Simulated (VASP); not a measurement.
# Cd (Im-3m) in VASP: a series of runs

The runs below take Cd through single point, with PBE.

Program: VASP 6.6.1. These are calculated values, not measurements. Logs are shortened: lines on timing, memory, paths and dates and some standing lists are left out, and cuts for length are marked.

### Step 1. The cell of the first run

It takes space group Im-3m (No. 229, cubic). The conventional cell has a = 3.602 Å, b = 3.602 Å, c = 3.602 Å, α = 90.00°, β = 90.00°, γ = 90.00°. Cd (site symmetry m-3m) has 14 Cd at 3.12 to 3.60 Å within 4.1 Å.

### Step 2. Single point, PBE

File INCAR:

```
SYSTEM = Cd
ALGO     = Normal         ! electronic algorithm
EDIFF    = 1E-6           ! SCF threshold, eV
ENCUT    = 520            ! plane-wave cutoff, eV
GGA      = PE             ! functional
ISIF     = 2              ! what is computed and relaxed
ISMEAR   = -1             ! smearing method
LASPH    = .TRUE.         ! aspherical terms in the spheres
LCHARG   = .FALSE.        ! write CHGCAR
LREAL    = .FALSE.        ! projectors in reciprocal space
LWAVE    = .FALSE.        ! write WAVECAR
NBANDS   = 12             ! bands
NELM     = 100            ! most SCF steps
PREC     = Accurate       ! precision mode
SIGMA    = 0.1            ! smearing width, eV
```

File KPOINTS:

```
k-points
0
G
  13 13 13
  0 0 0
```

File POSCAR:

```
Cd
1.0
   -1.8007863773      1.8007863773      1.8007863773
    1.8007863773     -1.8007863773      1.8007863773
    1.8007863773      1.8007863773     -1.8007863773
Cd
1
Direct
    0.0000000000      0.0000000000      0.0000000000
```

Potentials or basis: VASP PAW PBE potentials, release 64 (Cd).

Run with:

```bash
cat potpaw_PBE.64/Cd/POTCAR > POTCAR
mpirun -np 1 vasp_std > vasp.out
```

OUTCAR:

```text
SYSTEM = Cd
   EDIFF = 1E-6
   ENCUT = 520
   GGA = PE
   ISIF = 2
   ISMEAR = -1
   LASPH = .TRUE.
   LREAL = .FALSE.
   NELM = 100
   PREC = Accurate

 ion  position               nearest neighbor table
   1  0.000  0.000  0.000-

  LATTYP: Found a body centered cubic cell.
 ALAT       =     3.6015727546

  Lattice vectors:

 A1 = (  -1.8007863773,   1.8007863773,   1.8007863773)
 A2 = (   1.8007863773,  -1.8007863773,   1.8007863773)
 A3 = (   1.8007863773,   1.8007863773,  -1.8007863773)

Analysis of symmetry for initial positions (statically):
=====================================================================
 Subroutine PRICEL returns:
 Original cell was already a primitive cell.

 Routine SETGRP: Setting up the symmetry group for a
 body centered cubic supercell.

 Subroutine GETGRP returns: Found 48 space group operations
 (whereof 48 operations were pure point group operations)
 out of a pool of 48 trial point group operations.

The static configuration has the point symmetry O_h .

Analysis of symmetry for dynamics (positions and initial velocities):
=====================================================================
 Subroutine PRICEL returns:
 Original cell was already a primitive cell.

 Routine SETGRP: Setting up the symmetry group for a
 body centered cubic supercell.

 Subroutine GETGRP returns: Found 48 space group operations
 (whereof 48 operations were pure point group operations)
 out of a pool of 48 trial point group operations.

The dynamic configuration has the point symmetry O_h .

 Subroutine INISYM returns: Found 48 space group operations
 (whereof 48 operations are pure point group operations),
 and found     1 'primitive' translations

----------------------------------------------------------------------------------------

                                     Primitive cell

  volume of cell :      23.3586

  direct lattice vectors                    reciprocal lattice vectors
    -1.800786377  1.800786377  1.800786377     0.000000000  0.277656476  0.277656476
     1.800786377 -1.800786377  1.800786377     0.277656476  0.000000000  0.277656476
     1.800786377  1.800786377 -1.800786377     0.277656476  0.277656476  0.000000000

  length of vectors
     3.119053499  3.119053499  3.119053499     0.392665554  0.392665554  0.392665554

  position of ions in fractional coordinates (direct lattice)
     0.000000000  0.000000000  0.000000000

  ion indices of the primitive-cell ions
   primitive index   ion index
                 1           1

----------------------------------------------------------------------------------------

 KPOINTS: k-points

Automatic generation of k-mesh.
 Grid dimensions read from file:
 generate k-points for:   13   13   13

 Generating k-lattice:

  Cartesian coordinates                     Fractional coordinates (reciprocal lattice)
     0.000000000  0.021358190  0.021358190     0.076923077  0.000000000  0.000000000
     0.021358190  0.000000000  0.021358190     0.000000000  0.076923077  0.000000000
     0.021358190  0.021358190  0.000000000     0.000000000  0.000000000  0.076923077

  Length of vectors
     0.030205043  0.030205043  0.030205043

  Shift w.r.t. Gamma in fractional coordinates (k-lattice)
     0.000000000  0.000000000  0.000000000

 Subroutine IBZKPT returns following result:
 ===========================================

 Found     84 irreducible k-points:

 Following reciprocal coordinates:
            Coordinates               Weight
  0.000000  0.000000  0.000000      1.000000
  0.076923  0.000000  0.000000     12.000000
  0.153846  0.000000  0.000000     12.000000
  0.230769  0.000000  0.000000     12.000000
  0.307692  0.000000  0.000000     12.000000
  0.384615  0.000000  0.000000     12.000000
[... 16 lines left out ...]
  0.153846  0.076923  0.076923     24.000000
  0.230769  0.076923  0.076923     24.000000
 [... further k-points ...]
   k-points           NKPTS =     84   k-points in BZ     NKDIM =     84   number of bands    NBANDS=     12
   number of dos      NEDOS =    301   number of ions     NIONS =      1
   total plane-waves  NPLWV =  13824
   dimension x,y,z NGX =    24 NGY =   24 NGZ =   24
   dimension x,y,z NGXF=    48 NGYF=   48 NGZF=   48
   ions per type =               1
   NGX,Y,Z   is equivalent  to a cutoff of  12.79, 12.79, 12.79 a.u.
   NGXF,Y,Z  is equivalent  to a cutoff of  25.58, 25.58, 25.58 a.u.
 SYSTEM =  Cd
   PREC   = accura    normal or accurate (medium, high low for compatibility)
   ISTART =      0    job   : 0-new  1-cont  2-samecut
   ICHARG =      2    charge: 1-file 2-atom 10-const
   ISPIN  =      1    spin polarized calculation?
   LNONCOLLINEAR =      F non collinear calculations
   LSORBIT =      F    spin-orbit coupling
   LASPH  =      T    aspherical Exc in radial PAW
   ENCUT  =  520.0 eV  38.22 Ry    6.18 a.u.   5.80  5.80  5.80*2*pi/ulx,y,z
   NELM   =    100;   NELMIN=  2; NELMDL= -5     # of ELM steps
   EDIFF  = 0.1E-05   stopping-criterion for ELM
   LREAL  =      F    real-space projection
   EDIFFG = 0.1E-04   stopping-criterion for IOM
   NSW    =      0    number of steps for IOM
   IBRION =     -1    ionic relax: 0-MD 1-quasi-New 2-CG
   NFREE  =      0    steps in history (QN), initial steepest desc. (CG)
   ISIF   =      2    stress and relaxation
   ISYM   =      2    0-nonsym 1-usesym 2-fastsym
   POTIM  = 0.5000    time-step for ionic-motion
   TEBEG  =    0.0;   TEEND  =   0.0 temperature during run
   PSTRESS=    0.0 pullay stress
   NELECT =      12.0000    total number of electrons
   NUPDOWN=      -1.0000    fix difference up-down
   EMIN   =  10.00;   EMAX   =-10.00  energy-range for DOS
   EFERMI =   0.00;   METHOD = LEGACY
   ISMEAR =    -1;   SIGMA  =   0.10  broadening in eV -4-tet -1-fermi 0-gaus
   EFERMI_NEDOS =   21; number of points for ismear=-14 and -15
   IALGO  =     38    algorithm
   IMIX   =      4    mixing-type and parameters
     AMIX     =   0.40;   BMIX     =  1.00
     AMIX_MAG =   1.60;   BMIX_MAG =  1.00
  volume/ion in A,a.u.               =      23.36       157.63
  Fermi-wavevector in a.u.,A,eV,Ry     =   1.311152  2.477718 23.390043  1.719120
  Thomas-Fermi vector in A             =   2.441633
   LORBIT       =      0    0 simple, 1 ext, 2 COOP (PROOUT), +10 PAW based schemes
   GGA     = PE    functional components
[... 5 lines left out ...]
 non-spin polarized calculation
  energy-cutoff  :      520.00
  volume of cell :       23.36
 maximum number of plane-waves:       642
   NGX = 11   NGY = 11   NGZ = 11

 number of electron      12.0000007 magnetization

 Free energy of the ion-electron system (eV)
  ---------------------------------------------------
  ext. energy  EPLUGINS =         0.00000000
  ---------------------------------------------------
  free energy    TOTEN  =        -0.69901009 eV

  energy without entropy =       -0.68681241  energy(sigma->0) =       -0.69291125

 E-fermi :   2.4291     XC(G=0): -10.6331

 val. band max:        2.3961810398   @ k =   0.3846   0.0769   0.0769
 cond. band min:       2.5343568785   @ k =   0.3846   0.1538  -0.0000
 fundamental gap:      0.1381758387
 Fermi energy:         2.4291060993

 k-point     1 :       0.0000    0.0000    0.0000
  band No.  band energies     occupation
      1      -6.6709      2.00000
      2      -6.6709      2.00000
      3      -6.6709      2.00000
      4      -6.1042      2.00000
      5      -6.1042      2.00000
      6      -5.9267      2.00000
      7      17.6423      0.00000
      8      17.6423      0.00000
      9      17.6423      0.00000
     10      17.8950      0.00000
     11      17.8950      0.00000
     12      17.8950      0.00000

 k-point     2 :       0.0769    0.0000    0.0000
  band No.  band energies     occupation
      1      -6.6875      2.00000
      2      -6.6658      2.00000
      3      -6.6215      2.00000
      4      -6.1229      2.00000
      5      -6.1036      2.00000
      6      -5.7703      2.00000
      7      15.7626      0.00000
      8      16.8977      0.00000
      9      17.0213      0.00000
     10      17.3878      0.00000
     11      17.5050      0.00000
     12      17.9223      0.00000

 k-point     3 :       0.1538    0.0000    0.0000
  band No.  band energies     occupation
      1      -6.7331      2.00000
      2      -6.6783      2.00000
      3      -6.4820      2.00000
      4      -6.1648      2.00000
      5      -6.1016      2.00000
      6      -5.2819      2.00000
      7      12.7542      0.00000
      8      15.5033      0.00000
      9      15.5066      0.00000
     10      16.8785      0.00000
     11      17.0242      0.00000
     12      18.4694      0.00000
[... 286 lines left out ...]
 k-point    23 :       0.1538    0.0769    0.0769
  band No.  band energies     occupation
      1      -6.7893      2.00000
      2      -6.7430      2.00000
      3      -6.3108      2.00000
      4      -6.1576      2.00000
      5      -6.1133      2.00000
      6      -4.0870      2.00000
      7       9.9479      0.00000
      8      11.6575      0.00000
      9      12.0582      0.00000
     10      18.6443      0.00000
     11      19.3160      0.00000
     12      19.9694      0.00000

 k-point    24 :       0.2308    0.0769    0.0769
  band No.  band energies     occupation
      1      -6.8527      2.00000
      2      -6.8042      2.00000
      3      -6.1795      2.00000
      4      -6.1244      2.00000
      5      -6.0977      2.00000
      6      -2.9219      2.00000
      7       7.2052      0.00000
      8      10.6336      0.00000
      9      11.2175      0.00000
     10      18.3219      0.00000
     11      18.9635      0.00000
     12      21.0793      0.00000

 [... further k-points ...]

------------------------ aborting loop because EDIFF is reached ----------------------------------------

  FORCE on cell =-STRESS in cart. coord.  units (eV):
  Direction    XX          YY          ZZ          XY          YZ          ZX
  --------------------------------------------------------------------------------------
  -------------------------------------------------------------------------------------
  Total        0.0298496      0.0298496      0.0298496      0.0000000      0.0000000      0.0000000
  in kB        2.0473959      2.0473959      2.0473959      0.0000000      0.0000000      0.0000000
  external PRESSURE =       2.0473959 kB  Pullay stress =       0.0000000 kB

 VOLUME and BASIS-vectors are now :
 -----------------------------------------------------------------------------
  energy-cutoff  :      520.00
  volume of cell :       23.36
      direct lattice vectors                 reciprocal lattice vectors
    -1.800786377  1.800786377  1.800786377     0.000000000  0.277656476  0.277656476
     1.800786377 -1.800786377  1.800786377     0.277656476  0.000000000  0.277656476
     1.800786377  1.800786377 -1.800786377     0.277656476  0.277656476  0.000000000

 POSITION                                       TOTAL-FORCE (eV/Angst)
 -----------------------------------------------------------------------------------
      0.00000      0.00000      0.00000         0.000000     -0.000000      0.000000
 -----------------------------------------------------------------------------------
    total drift:                               -0.000000      0.000000      0.000000

  FREE ENERGIE OF THE ION-ELECTRON SYSTEM (eV)
  ---------------------------------------------------
  free  energy   TOTEN  =        -0.6990100890 eV

  energy  without entropy=       -0.6868124079  energy(sigma->0) =       -0.69291125
```

Run time: 29 s. Hardware: 1 thread of AMD EPYC 7R13, shared host; peak memory 0.12 GiB.

What came out:

* Free energy: -0.6990 eV
* Pressure: 0.2 GPa
* Band gap on the k mesh: zero (band 6 reaches 4.94 eV, above the bottom of band 7 at 1.48 eV)

Levels at points of the mesh, in eV from the Fermi level:
```csv
k point,band 4,band 5,band 6,band 7,band 8,band 9
"(0.00, 0.00, 0.00)",-8.53,-8.53,-8.36,15.21,15.21,15.21
```

### Step 3. Single point, PBE (volume scaled by 0.88)

File INCAR:

```
SYSTEM = Cd
  ALGO = Normal
  EDIFF = 1E-6
  ENCUT = 520
  GGA = PE
  ISIF = 2
  ISMEAR = -1
  LASPH = .True.
  LCHARG = .False.
  LREAL = .False.
  LWAVE = .False.
  NBANDS = 12
  NELM = 100
  PREC = Accurate
  SIGMA = 0.1
```

File KPOINTS:

```
k-points
0
Gamma
  14 14 14
  0 0 0
```

File POSCAR:

```
Cd
1.0
   -1.7256647213      1.7256647213      1.7256647213
    1.7256647213     -1.7256647213      1.7256647213
    1.7256647213      1.7256647213     -1.7256647213
Cd
1
Direct
    0.0000000000      0.0000000000      0.0000000000
```

Potentials or basis: VASP PAW PBE potentials, release 64 (Cd).

Run with:

```bash
cat potpaw_PBE.64/Cd/POTCAR > POTCAR
mpirun -np 1 vasp_std > vasp.out
```

OUTCAR:

```text
SYSTEM = Cd
   EDIFF = 1E-6
   ENCUT = 520
   GGA = PE
   ISIF = 2
   ISMEAR = -1
   LASPH = .True.
   LREAL = .False.
   NELM = 100
   PREC = Accurate

 ion  position               nearest neighbor table
   1  0.000  0.000  0.000-

  LATTYP: Found a body centered cubic cell.
 ALAT       =     3.4513294426

  Lattice vectors:

 A1 = (  -1.7256647213,   1.7256647213,   1.7256647213)
 A2 = (   1.7256647213,  -1.7256647213,   1.7256647213)
[... 539 lines left out ...]
     12      24.3199      0.00000

 [... further k-points ...]

------------------------ aborting loop because EDIFF is reached ----------------------------------------

  FORCE on cell =-STRESS in cart. coord.  units (eV):
  Direction    XX          YY          ZZ          XY          YZ          ZX
  --------------------------------------------------------------------------------------
  -------------------------------------------------------------------------------------
  Total        0.9450873      0.9450873      0.9450873      0.0000000     -0.0000000      0.0000000
  in kB       73.6636517     73.6636517     73.6636517      0.0000000     -0.0000000      0.0000000
  external PRESSURE =      73.6636517 kB  Pullay stress =       0.0000000 kB

 VOLUME and BASIS-vectors are now :
 -----------------------------------------------------------------------------
  energy-cutoff  :      520.00
  volume of cell :       20.56
      direct lattice vectors                 reciprocal lattice vectors
    -1.725664721  1.725664721  1.725664721     0.000000000  0.289743421  0.289743421
     1.725664721 -1.725664721  1.725664721     0.289743421  0.000000000  0.289743421
     1.725664721  1.725664721 -1.725664721     0.289743421  0.289743421  0.000000000

 POSITION                                       TOTAL-FORCE (eV/Angst)
 -----------------------------------------------------------------------------------
      0.00000      0.00000      0.00000        -0.000000      0.000000     -0.000000
 -----------------------------------------------------------------------------------
    total drift:                                0.000000      0.000000      0.000000

  FREE ENERGIE OF THE ION-ELECTRON SYSTEM (eV)
  ---------------------------------------------------
  free  energy   TOTEN  =        -0.6363929431 eV

  energy  without entropy=       -0.6230737818  energy(sigma->0) =       -0.62973336
```

stdout:

```text
POSCAR found type information on POSCAR Cd
 POSCAR found :  1 types and       1 ions
 scaLAPACK will be used
 LDA part: xc-table for (Slater+PW92), standard interpolation
 POSCAR, INCAR and KPOINTS ok, starting setup
 FFT: planning ... GRIDC
 FFT: planning ... GRID_SOFT
 FFT: planning ... GRID
 WAVECAR not read
 entering main loop
```

It took 41 s on 1 thread of AMD EPYC 7R13, shared host; peak memory 0.12 GiB.

What came out:

| Item | Value |
| --- | --- |
| Free energy | -0.6364 eV |
| Pressure | 7.4 GPa |
| Band gap on the k mesh | zero (band 6 reaches 6.87 eV, above the bottom of band 7 at 2.58 eV) |
